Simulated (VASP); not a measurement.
# Zn (P6_3/mmc) in VASP: further runs

The runs below take Zn through single point, relaxation of cell and atoms, with LDA.

Everything below comes from runs of VASP 6.6.1. Logs are shortened: lines on timing, memory, paths and dates and some standing lists are left out, and cuts for length are marked.

## Step 1: The cell of the first run

The structure is hexagonal, space group P6_3/mmc (No. 194). The conventional cell has a = 2.597 Å, b = 2.597 Å, c = 4.596 Å, α = 90.00°, β = 90.00°, γ = 120.00°. Within 3.4 Å of Zn (site symmetry -6m2) lie 12 Zn at 2.60 to 2.74 Å.

## Step 2: Single point, LDA

The input, INCAR:

```
SYSTEM = Zn
ALGO = Normal ; EDIFF = 1E-6
ENCUT = 520 ; ISIF = 2
ISMEAR = -1 ; LASPH = .True.
LCHARG = .False. ; LREAL = .False.
LWAVE = .False. ; NBANDS = 19
NELM = 80 ; PREC = Accurate
SIGMA = 0.05
```

The input, KPOINTS:

```
k-points
0
Gamma
  17 17 8
  0 0 0
```

The input, POSCAR:

```
Zn
1.0
    2.5969431620      0.0000000000      0.0000000000
   -1.2984715810      2.2490187505      0.0000000000
    0.0000000000      0.0000000000      4.5956878154
Zn
2
Direct
    0.3333333333      0.6666666667      0.2500000000
    0.6666666667      0.3333333333      0.7500000000
```

Potentials or basis: VASP PAW LDA potentials, release 64 (Zn).

Started as:

```console
cat potpaw_LDA.64/Zn/POTCAR > POTCAR
mpirun -np 1 vasp_std > vasp.out
```

OUTCAR:

```text
SYSTEM = Zn
   EDIFF = 1E-6
   ENCUT = 520
   ISIF = 2
   ISMEAR = -1
   LASPH = .True.
   LREAL = .False.
   NELM = 80
   PREC = Accurate

 ion  position               nearest neighbor table
   1  0.333  0.667  0.250-   2 2.74   2 2.74   2 2.74   2 2.74   2 2.74   2 2.74
   2  0.667  0.333  0.750-   1 2.74   1 2.74   1 2.74   1 2.74   1 2.74   1 2.74

  LATTYP: Found a hexagonal cell.
 ALAT       =     2.5969431620
 C/A-ratio  =     1.7696528298

  Lattice vectors:

 A1 = (   2.5969431620,   0.0000000000,   0.0000000000)
 A2 = (  -1.2984715810,   2.2490187505,   0.0000000000)
 A3 = (   0.0000000000,   0.0000000000,   4.5956878154)

Analysis of symmetry for initial positions (statically):
=====================================================================
 Subroutine PRICEL returns:
 Original cell was already a primitive cell.

 Routine SETGRP: Setting up the symmetry group for a
 hexagonal supercell.

 Subroutine GETGRP returns: Found 24 space group operations
 (whereof 12 operations were pure point group operations)
 out of a pool of 24 trial point group operations.

The static configuration has the point symmetry D_3d.
 The point group associated with its full space group is D_6h.

Analysis of symmetry for dynamics (positions and initial velocities):
=====================================================================
 Subroutine PRICEL returns:
 Original cell was already a primitive cell.

 Routine SETGRP: Setting up the symmetry group for a
 hexagonal supercell.

 Subroutine GETGRP returns: Found 24 space group operations
 (whereof 12 operations were pure point group operations)
 out of a pool of 24 trial point group operations.

The dynamic configuration has the point symmetry D_3d.
 The point group associated with its full space group is D_6h.

 Subroutine INISYM returns: Found 24 space group operations
 (whereof 12 operations are pure point group operations),
 and found     1 'primitive' translations

----------------------------------------------------------------------------------------

                                     Primitive cell

  volume of cell :      26.8415

  direct lattice vectors                    reciprocal lattice vectors
     2.596943162  0.000000000  0.000000000     0.385068112  0.222319178  0.000000000
    -1.298471581  2.249018750  0.000000000     0.000000000  0.444638356  0.000000000
     0.000000000  0.000000000  4.595687815     0.000000000  0.000000000  0.217595285

  length of vectors
     2.596943162  2.596943162  4.595687815     0.444638356  0.444638356  0.217595285

  position of ions in fractional coordinates (direct lattice)
     0.333333333  0.666666667  0.250000000
     0.666666667  0.333333333  0.750000000

  ion indices of the primitive-cell ions
   primitive index   ion index
                 1           1
                 2           2

----------------------------------------------------------------------------------------

 KPOINTS: k-points

Automatic generation of k-mesh.
 Grid dimensions read from file:
 generate k-points for:   17   17    8

 Generating k-lattice:

  Cartesian coordinates                     Fractional coordinates (reciprocal lattice)
     0.022651065  0.013077599  0.000000000     0.058823529 -0.000000000  0.000000000
     0.000000000  0.026155197  0.000000000     0.000000000  0.058823529  0.000000000
     0.000000000  0.000000000  0.027199411     0.000000000  0.000000000  0.125000000

  Length of vectors
     0.026155197  0.026155197  0.027199411

  Shift w.r.t. Gamma in fractional coordinates (k-lattice)
     0.000000000  0.000000000  0.000000000

 Subroutine IBZKPT returns following result:
 ===========================================

 Found    165 irreducible k-points:

 Following reciprocal coordinates:
            Coordinates               Weight
  0.000000  0.000000  0.000000      1.000000
  0.058824  0.000000  0.000000      6.000000
  0.117647  0.000000  0.000000      6.000000
  0.176471  0.000000  0.000000      6.000000
  0.235294  0.000000  0.000000      6.000000
  0.294118  0.000000  0.000000      6.000000
[... 16 lines left out ...]
  0.411765  0.117647  0.000000     12.000000
  0.176471  0.176471  0.000000      6.000000
 [... further k-points ...]
   k-points           NKPTS =    165   k-points in BZ     NKDIM =    165   number of bands    NBANDS=     19
   number of dos      NEDOS =    301   number of ions     NIONS =      2
   total plane-waves  NPLWV =  14400
   dimension x,y,z NGX =    20 NGY =   20 NGZ =   36
   dimension x,y,z NGXF=    40 NGYF=   40 NGZF=   72
   ions per type =               2
   NGX,Y,Z   is equivalent  to a cutoff of  12.80, 12.80, 13.02 a.u.
   NGXF,Y,Z  is equivalent  to a cutoff of  25.61, 25.61, 26.05 a.u.
 SYSTEM =  Zn
   PREC   = accura    normal or accurate (medium, high low for compatibility)
   ISTART =      0    job   : 0-new  1-cont  2-samecut
   ICHARG =      2    charge: 1-file 2-atom 10-const
   ISPIN  =      1    spin polarized calculation?
   LNONCOLLINEAR =      F non collinear calculations
   LSORBIT =      F    spin-orbit coupling
   LASPH  =      T    aspherical Exc in radial PAW
   ENCUT  =  520.0 eV  38.22 Ry    6.18 a.u.   4.83  4.83  8.54*2*pi/ulx,y,z
   NELM   =     80;   NELMIN=  2; NELMDL= -5     # of ELM steps
   EDIFF  = 0.1E-05   stopping-criterion for ELM
   LREAL  =      F    real-space projection
   EDIFFG = 0.1E-04   stopping-criterion for IOM
   NSW    =      0    number of steps for IOM
   IBRION =     -1    ionic relax: 0-MD 1-quasi-New 2-CG
   NFREE  =      0    steps in history (QN), initial steepest desc. (CG)
   ISIF   =      2    stress and relaxation
   ISYM   =      2    0-nonsym 1-usesym 2-fastsym
   POTIM  = 0.5000    time-step for ionic-motion
   TEBEG  =    0.0;   TEEND  =   0.0 temperature during run
   PSTRESS=    0.0 pullay stress
   NELECT =      24.0000    total number of electrons
   NUPDOWN=      -1.0000    fix difference up-down
   EMIN   =  10.00;   EMAX   =-10.00  energy-range for DOS
   EFERMI =   0.00;   METHOD = LEGACY
   ISMEAR =    -1;   SIGMA  =   0.05  broadening in eV -4-tet -1-fermi 0-gaus
   EFERMI_NEDOS =   21; number of points for ismear=-14 and -15
   IALGO  =     38    algorithm
   IMIX   =      4    mixing-type and parameters
     AMIX     =   0.40;   BMIX     =  1.00
     AMIX_MAG =   1.60;   BMIX_MAG =  1.00
  volume/ion in A,a.u.               =      13.42        90.57
  Fermi-wavevector in a.u.,A,eV,Ry     =   1.577163  2.980406 33.843716  2.487443
  Thomas-Fermi vector in A             =   2.677887
   LORBIT       =      0    0 simple, 1 ext, 2 COOP (PROOUT), +10 PAW based schemes
   GGA     = CA    functional components
   LHFCALC =     F    Hartree Fock is set to
   AEXX    =    0.0000 exact exchange contribution
   IVDW    =     0    specifies the selected vdW correction
   LEPSILON=     F    determine dielectric tensor
   LRPA    =     F    only Hartree local field effects (RPA)
 non-spin polarized calculation
  energy-cutoff  :      520.00
  volume of cell :       26.84
 maximum number of plane-waves:       733
 NGX is ok and might be reduce to    20
   NGX =  9   NGY =  9   NGZ = 17

 number of electron      23.9999999 magnetization

 Free energy of the ion-electron system (eV)
  ---------------------------------------------------
  ext. energy  EPLUGINS =         0.00000000
  ---------------------------------------------------
  free energy    TOTEN  =        -3.75150234 eV

  energy without entropy =       -3.74815238  energy(sigma->0) =       -3.74982736

 E-fermi :   3.8602     XC(G=0): -12.5754

 val. band max:        3.8538312433   @ k =   0.2941   0.2941   0.3750
 cond. band min:       3.8605386825   @ k =   0.2353   0.2353   0.1250
 fundamental gap:      0.0067074392
 Fermi energy:         3.8601546603

 k-point     1 :       0.0000    0.0000    0.0000
  band No.  band energies     occupation
      1      -7.5979      2.00000
      2      -5.3495      2.00000
      3      -4.4595      2.00000
      4      -4.2507      2.00000
      5      -4.2507      2.00000
      6      -4.1707      2.00000
[... 11 lines left out ...]
     18      23.6127      0.00000
     19      23.6127      0.00000

 k-point     2 :       0.0588    0.0000    0.0000
  band No.  band energies     occupation
      1      -7.4901      2.00000
      2      -5.3017      2.00000
      3      -4.4526      2.00000
      4      -4.2579      2.00000
      5      -4.2226      2.00000
      6      -4.1831      2.00000
[... 11 lines left out ...]
     18      24.2488      0.00000
     19      24.6902      0.00000

 k-point     3 :       0.1176    0.0000    0.0000
  band No.  band energies     occupation
      1      -7.1712      2.00000
      2      -5.1723      2.00000
      3      -4.4473      2.00000
      4      -4.2683      2.00000
      5      -4.2024      2.00000
      6      -4.1412      2.00000
[... 11 lines left out ...]
     18      23.1911      0.00000
     19      24.1696      0.00000

 k-point     4 :       0.1765    0.0000    0.0000
  band No.  band energies     occupation
      1      -6.6599      2.00000
      2      -5.0110      2.00000
      3      -4.4558      2.00000
      4      -4.3002      2.00000
      5      -4.1643      2.00000
      6      -4.1441      2.00000
[... 11 lines left out ...]
     18      20.8781      0.00000
     19      22.1092      0.00000

 k-point     5 :       0.2353    0.0000    0.0000
  band No.  band energies     occupation
      1      -6.0144      2.00000
      2      -4.9165      2.00000
      3      -4.4060      2.00000
      4      -4.3907      2.00000
      5      -4.3273      2.00000
      6      -4.0011      2.00000
[... 11 lines left out ...]
     18      20.0119      0.00000
     19      22.5583      0.00000
[... 334 lines left out ...]
      2      -4.8863      2.00000
      3      -4.7314      2.00000
      4      -4.2294      2.00000
      5      -4.1970      2.00000
      6      -4.1734      2.00000
[... 11 lines left out ...]
     18      18.4430      0.00000
     19      19.2390      0.00000

 k-point    22 :       0.3529    0.1176    0.0000
  band No.  band energies     occupation
      1      -4.9853      2.00000
      2      -4.8966      2.00000
      3      -4.8185      2.00000
      4      -4.2429      2.00000
      5      -4.1305      2.00000
      6      -4.1192      2.00000
[... 11 lines left out ...]
     18      17.9766      0.00000
     19      18.8478      0.00000

 k-point    23 :       0.4118    0.1176    0.0000
  band No.  band energies     occupation
      1      -5.0202      2.00000
      2      -4.9058      2.00000
      3      -4.8619      2.00000
      4      -4.2326      2.00000
      5      -4.1862      2.00000
      6      -4.0782      2.00000
[... 11 lines left out ...]
     18      17.7383      0.00000
     19      18.6521      0.00000

 k-point    24 :       0.1765    0.1765    0.0000
  band No.  band energies     occupation
      1      -5.1668      2.00000
      2      -4.6894      2.00000
      3      -4.6048      2.00000
      4      -4.5692      2.00000
      5      -4.2806      2.00000
      6      -4.2140      2.00000
[... 11 lines left out ...]
     18      17.5033      0.00000
     19      18.5836      0.00000

 [... further k-points ...]

------------------------ aborting loop because EDIFF is reached ----------------------------------------

  FORCE on cell =-STRESS in cart. coord.  units (eV):
  Direction    XX          YY          ZZ          XY          YZ          ZX
  --------------------------------------------------------------------------------------
  -------------------------------------------------------------------------------------
  Total        0.1421286      0.1421286      0.0904805     -0.0000000      0.0000000      0.0000000
  in kB        8.4837160      8.4837160      5.4008187     -0.0000000      0.0000000      0.0000000
  external PRESSURE =       7.4560836 kB  Pullay stress =       0.0000000 kB

 VOLUME and BASIS-vectors are now :
 -----------------------------------------------------------------------------
  energy-cutoff  :      520.00
  volume of cell :       26.84
      direct lattice vectors                 reciprocal lattice vectors
     2.596943162  0.000000000  0.000000000     0.385068112  0.222319178  0.000000000
    -1.298471581  2.249018750  0.000000000     0.000000000  0.444638356  0.000000000
     0.000000000  0.000000000  4.595687815     0.000000000  0.000000000  0.217595285

 POSITION                                       TOTAL-FORCE (eV/Angst)
 -----------------------------------------------------------------------------------
     -0.00000      1.49935      1.14892        -0.000000      0.000000      0.000000
      1.29847      0.74967      3.44677         0.000000     -0.000000      0.000000
 -----------------------------------------------------------------------------------
    total drift:                               -0.000000      0.000000      0.000000

  FREE ENERGIE OF THE ION-ELECTRON SYSTEM (eV)
  ---------------------------------------------------
  free  energy   TOTEN  =        -3.7515023420 eV

  energy  without entropy=       -3.7481523815  energy(sigma->0) =       -3.74982736
```

Run time: 86 s. Hardware: 1 thread of Intel Xeon 8259CL, shared host; peak memory 0.18 GiB.

Results:

```
Free energy            : -3.7515 eV
Pressure               : 0.7 GPa
Band gap on the k mesh : zero (bands 12 and 13 overlap by 3.67 eV)
```

Levels at points of the mesh, in eV from the Fermi level:
```csv
k point,band 10,band 11,band 12,band 13,band 14,band 15
"(0.00, 0.00, 0.00)",-7.38,-7.38,-4.02,-2.39,16.51,17.91
"(0.00, 0.00, 0.50)",-7.51,-7.51,-7.51,6.00,6.00,19.47
```

## Step 3: Relaxation of cell and atoms, LDA

This run uses another cell than the first one, of 15.33 Å³/atom.

The input, INCAR:

```
  PREC = Accurate
  ENCUT = 600
  EDIFF = 1E-6
  ISMEAR = -1
  SIGMA = 0.05
  LREAL = F
  LASPH = T
  NELM = 100
  ALGO = Normal
  ISIF = 3
  LWAVE = F
  LCHARG = F
  IBRION = 2
  NSW = 80
  EDIFFG = -0.01
```

The input, KPOINTS:

```
regular mesh
0
Gamma
  17 17 8
```

The input, POSCAR:

```
Zn
1.0
    2.6700000000      0.0000000000      0.0000000000
   -1.3350000000      2.3122878300      0.0000000000
    0.0000000000      0.0000000000      4.9660000000
Zn
2
Direct
    0.3333333300      0.6666666700      0.2500000000
    0.6666666700      0.3333333300      0.7500000000
```

Potentials or basis: VASP PAW LDA potentials, release 64 (Zn).

Started as:

```console
cat potpaw_LDA.64/Zn/POTCAR > POTCAR
mpirun -np 1 vasp_std > vasp.out
```

Wall time 14 min (1 thread of Intel Xeon 8259CL, shared host); peak memory 0.22 GiB.

Results (log left out):

```
Free energy                           : -3.7533 eV
Relaxed volume                        : 13.50 Å³/atom
Relaxed cell                          : a = 2.604 Å, b = 2.604 Å, c = 4.600 Å, α = 90.00°, β = 90.00°, γ = 120.00°
Space group after relaxing (to 0.1 Å) : P6_3/mmc (No. 194)
Energy gained by relaxing             : 53.8 meV/atom
Ionic steps                           : 13
Pressure after relaxing               : 0.0 GPa
Band gap on the k mesh                : zero (bands 12 and 13 overlap by 3.67 eV)
```

Stress tensor (GPa, compression positive):
```
-0.02  0.00  0.00
 0.00 -0.02  0.00
 0.00  0.00  0.08
```

The path:
```tsv
step	energy change (eV)	largest force (eV/Å)	pressure (GPa)	volume (Å³)
1	0.0000	0.0000	-8.81	30.66
2	-0.0981	0.0000	1.16	27.07
3	-0.1004	0.0000	0.19	27.42
4	-0.1005	0.0000	-0.11	27.50
5	-0.1010	0.0000	-0.19	27.47
6	-0.1027	0.0000	-0.14	27.35
7	-0.1064	0.0000	-0.05	27.11
8	-0.0998	0.0000	1.24	26.59
9	-0.1074	0.0000	0.14	26.98
10	-0.1074	0.0000	0.32	26.91
11	-0.1075	0.0000	0.33	26.95
12	-0.1062	0.0000	-1.23	27.27
13	-0.1075	0.0000	0.01	27.01
```

Final structure:
```
CELL_PARAMETERS angstrom
2.60383 0.00000 0.00000
-1.30192 2.25498 0.00000
0.00000 0.00000 4.59986
ATOMIC_POSITIONS crystal
Zn 0.33333 0.66667 0.25000
Zn 0.66667 0.33333 0.75000
```

Levels at points of the mesh, in eV from the Fermi level:
```csv
k point,band 10,band 11,band 12,band 13,band 14,band 15
"(0.00, 0.00, 0.00)",-7.37,-7.37,-3.98,-2.39,16.50,17.79
"(0.00, 0.00, 0.50)",-7.50,-7.50,-7.50,6.00,6.00,19.33
```

LDA usually gives volumes a few per cent too small. Zero-point motion and thermal expansion aren't in these numbers.
